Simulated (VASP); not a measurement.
Runs of VASP 6.6.1 on PbS. The structure is that of space group Pm-3m (No. 221), or close to it. The cells are those of the table. 

| cell | gap on the mesh (eV) | pressure (GPa) |
| --- | --- | --- |
| a = 3.836, b = 3.836, c = 3.654 Å, 2 atoms | none | -7.2 |
| a = 3.471 Å, 2 atoms | none | 7.1 |
| a = 3.654, b = 3.654, c = 3.836 Å, 2 atoms | none | -5.6 |
| a = 3.654, b = 3.654, c = 3.471 Å, 2 atoms | none | (b) |
| a = 3.471, b = 3.471, c = 3.654 Å, 2 atoms | none | (a) |

Alike in all rows: task single point; level PBEsol; potentials or basis VASP PAW PBE potentials, release 64 (Pb_d, S); no spin polarisation; k mesh 14 × 14 × 14; cutoff (eV) 520; smearing gaussian 0.15 eV.

Estimate the missing entries.

(a) 2.8; (b) -0.6.

Caveats: the PAW data sets were made with another functional, which shifts forces and pressure a little; spin-orbit coupling is left out, which moves the levels of the heavy elements.

A k mesh can miss the band edges, and the runs leave out spin-orbit coupling on Pb.

A gap of «none» marks levels without a gap at the run's occupations.
